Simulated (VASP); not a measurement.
Cr:

```
Cr
1.0
    -1.39425    1.39425    1.39425
     1.39425   -1.39425    1.39425
     1.39425    1.39425   -1.39425
Cr
1
Cartesian
  0.0000 0.0000 0.0000
```

Base run:

| Quantity | Value |
| --- | --- |
| Program | VASP 6.6.1 |
| Functional | LDA |
| Potentials or basis | VASP PAW LDA potentials, release 64 (Cr_pv) |
| Cutoff | 500 eV |
| k mesh | 16 × 16 × 16 |
| Occupations | gaussian, width 0.3 eV |
| Spin | no spin polarisation |

Its results: band gap on the k mesh zero (bands 6 and 7 overlap by 3.70 eV); pressure 0.1 GPa.

Task: The run is repeated on the same cell with these changes: occupations from gaussian, width 0.3 eV to gaussian, width 1 eV. What comes out?

Result: Band gap on the k mesh zero (bands 6 and 7 overlap by 3.72 eV); pressure 4.4 GPa.

Caveats: so wide a smearing shifts energies and pressures; an empty level that is flat over the whole mesh can mark a ghost state of the potentials, or a narrow d or f band; the run has no spin polarisation, though such a crystal can be magnetic; the cell stands under pressure (at least some runs).
